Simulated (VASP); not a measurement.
Write the native input for VASP 6.6.1 that does the following.

| Item | Value |
| --- | --- |
| Task | single point |
| Functional | PBE-based screened hybrid with 24.2 % exact exchange |
| Potentials or basis | VASP PAW PBE potentials, release 64 (Mg, B, Fe) |
| Cutoff | 520 eV |
| k mesh | 4 × 4 × 4 |
| Occupations | fermi-dirac, width 0.0215 eV |
| Spin | no spin polarisation |
| Dipole correction | no |
| Grid for exact exchange (PRECFOCK) | Normal |
| Share of exact exchange | 0.242 |
| Further INCAR settings | ALGO = Normal; EDIFF = 1e-06; NBANDS = 20 |
| Screening parameter | 0.322 1/Å |

Crystal: MgFe2B2.

```
Mg B Fe
1.0
     2.96626    0.00000    0.00000
     1.48313   -5.60473    0.00000
     0.00000    0.00000   -2.91755
Mg B Fe
1 2 2
Cartesian
  0.0000 0.0000 0.0000
  1.4831 -3.1387 0.0000
  2.9663 -2.4661 0.0000
  1.4831 -1.6590 -1.4588
  2.9663 -3.9457 -1.4588
```

The input as run:

POSCAR

```
MgFe2B2
1.0
    2.9662570000      0.0000000000      0.0000000000
    1.4831280000     -5.6047340000      0.0000000000
    0.0000000000      0.0000000000     -2.9175470000
Mg B Fe
1 2 2
Direct
    0.0000000000      0.0000000000      0.0000000000
    0.2200000000      0.5600000000      0.0000000000
    0.7800000000      0.4400000000      0.0000000000
    0.3520000000      0.2960000000      0.5000000000
    0.6480000000      0.7040000000      0.5000000000
```

INCAR.step1

```
PREC = Accurate
ENCUT = 520
EDIFF = 1E-5
ISMEAR = -1
SIGMA = 0.0215
LREAL = False
LASPH = True
NELM = 120
ALGO = Normal
ISIF = 2
LWAVE = True
LCHARG = False
GGA = PE
NBANDS = 20
GGA_COMPAT = False
```

INCAR.step2

```
PREC = Accurate
ENCUT = 520
EDIFF = 1E-6
ISMEAR = -1
SIGMA = 0.0215
LREAL = False
LASPH = True
NELM = 120
ALGO = Normal
ISIF = 2
LWAVE = False
LCHARG = False
GGA = PE
LHFCALC = True
AEXX = 0.242
HFSCREEN = 0.322
PRECFOCK = Normal
ISTART = 1
NBANDS = 20
GGA_COMPAT = False
```

KPOINTS

```
regular mesh
0
Gamma
  4 4 4
```

Potentials or basis: VASP PAW PBE potentials, release 64 (Mg, B, Fe).

The run is started by

```console
$ cat potpaw_PBE.64/Mg/POTCAR potpaw_PBE.64/B/POTCAR potpaw_PBE.64/Fe/POTCAR > POTCAR
$ cp INCAR.step1 INCAR
$ mpirun -np 1 vasp_std > vasp.out
$ cp INCAR.step2 INCAR
$ mpirun -np 1 vasp_std > vasp.out
```

It gave:

The pressure is -6.0 GPa. The largest force is 2.153 eV/Å and the band gap on the k mesh is zero (bands 12 and 13 overlap by 0.97 eV).

Caveat: the k points lie up to 0.55 Å⁻¹ apart, too coarse for converged energies and pressures of a metal; the PAW data sets were made with another functional, which shifts forces and pressure a little; the run has no spin polarisation, though such a crystal can be magnetic.

Run time: 52 min on 1 thread of Intel(R) Xeon(R) Platinum 8488C (Sapphire Rapids), with other jobs on the host, peak memory 0.3 GiB.
